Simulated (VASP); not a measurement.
A run of VASP 6.6.1:

INCAR

```
ALGO     = Normal         # electronic algorithm
EDIFF    = 1E-6           # SCF threshold, eV
ENCUT    = 520            # plane-wave cutoff, eV
GGA      = PE             # functional
ISIF     = 2              # what is computed and relaxed
ISMEAR   = 0              # smearing method
LASPH    = True           # aspherical terms in the spheres
LCHARG   = False          # write CHGCAR
LREAL    = False          # projectors in reciprocal space
LWAVE    = False          # write WAVECAR
NBANDS   = 11             # bands
NELM     = 100            # most SCF steps
PREC     = Accurate       # precision mode
SIGMA    = 0.05           # smearing width, eV
```

KPOINTS

```
k-points
0
Gamma
  10 10 10
```

File POSCAR:

```
AlN
1.0
    0.1278912439      2.1536237235      2.1536237235
    2.1536237235      0.1278912439      2.1536237235
    2.1536237235      2.1536237235      0.1278912439
Al N
1 1
Direct
    0.5000000000      0.5000000000      0.5000000000
    0.0000000000      0.0000000000      0.0000000000
```

Potentials or basis: VASP PAW PBE potentials, release 64 (Al, N).

The run is started by

```bash
$ cat potpaw_PBE.64/Al/POTCAR potpaw_PBE.64/N/POTCAR > POTCAR
$ mpirun -np 1 vasp_std > vasp.out
```

Hardware: 1 thread of AMD EPYC 7R13 (shared host).

Estimate the wall time of this run.

Run time: 48 s on 1 thread of AMD EPYC 7R13 (shared host), peak memory 0.12 GiB. Counts: scf iterations 12, k points 116.
